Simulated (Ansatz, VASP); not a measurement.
# One calculation of Y, two programs

```
Y
1.0
     3.68327    0.00000    0.00000
    -1.84164    3.18981    0.00000
     0.00000    0.00000    5.68915
Y
2
Direct
  0.33333 0.66667 0.25000
  0.66667 0.33333 0.75000
```

Alike in both runs: functional r2SCAN; k mesh 12 × 12 × 6; occupations gaussian, width 0.1 eV; no spin polarisation.

Ansatz relaxed the structure, and its values are those at the end. VASP's run is a single point on that final structure, the one shown.

```csv
,VASP,Ansatz
version,VASP 6.6.1,Ansatz 0.2.0
potentials or method,"VASP PAW PBE potentials, release 64 (Y_sv), cutoff 520 eV","scalar-relativistic, plane waves, PAW"
valence electrons in the cell,22,22
```

```csv
,VASP,Ansatz,Ansatz less VASP
gap on the k mesh at the Fermi level (eV),none,none,-
pressure (GPa),0.0,0.0,-0.02
```

VASP's potentials were made for PBE, not for r2SCAN. A gap of «none» marks a metal or a gap that the smearing closes.
